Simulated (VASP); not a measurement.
Input of a VASP 6.6.1 run:

The input POSCAR:

```
GaN
1.0
    0.0000000000      2.1085153685      2.1085153685
    2.1085153685      0.0000000000      2.1085153685
    2.1085153685      2.1085153685      0.0000000000
Ga N
1 1
Direct
    0.5000000000      0.5000000000      0.5000000000
    0.0000000000      0.0000000000      0.0000000000
```

Contents of INCAR.step1:

```
ALGO = Normal
EDIFF = 1E-5
ENCUT = 520
GGA = PE
ISIF = 2
ISMEAR = 0
LASPH = True
LREAL = False
LWAVE = True
NBANDS = 16
NELM = 100
PREC = Accurate
SIGMA = 0.01
```

INCAR.step2

```
AEXX = 0.25
ALGO = Normal
EDIFF = 1E-6
ENCUT = 520
GGA = PE
ISIF = 2
ISMEAR = 0
ISTART = 1
LASPH = True
LCHARG = True
LELF = True
LHFCALC = True
LREAL = False
LVHAR = True
LWAVE = False
NBANDS = 16
NELM = 100
PREC = Accurate
PRECFOCK = Normal
SIGMA = 0.01
```

KPOINTS

```
k-points
0
Gamma
  6 6 6
```

Potentials or basis: VASP PAW PBE potentials, release 64 (Ga_d, N).

The run is started by

```sh
$ cat potpaw_PBE.64/Ga_d/POTCAR potpaw_PBE.64/N/POTCAR > POTCAR
$ cp INCAR.step1 INCAR
$ mpirun -np 1 vasp_std > vasp.out
$ cp INCAR.step2 INCAR
$ mpirun -np 1 vasp_std > vasp.out
```

(1) Estimate the pressure.

(2) Predict the band gap on the k mesh.

Results:

(1) -0.7 GPa.

(2) 2.62 eV (least direct gap 4.89 eV).

Caveat: the k points lie up to 0.43 Å⁻¹ apart; the PAW data sets were made with another functional, which shifts forces and pressure a little.
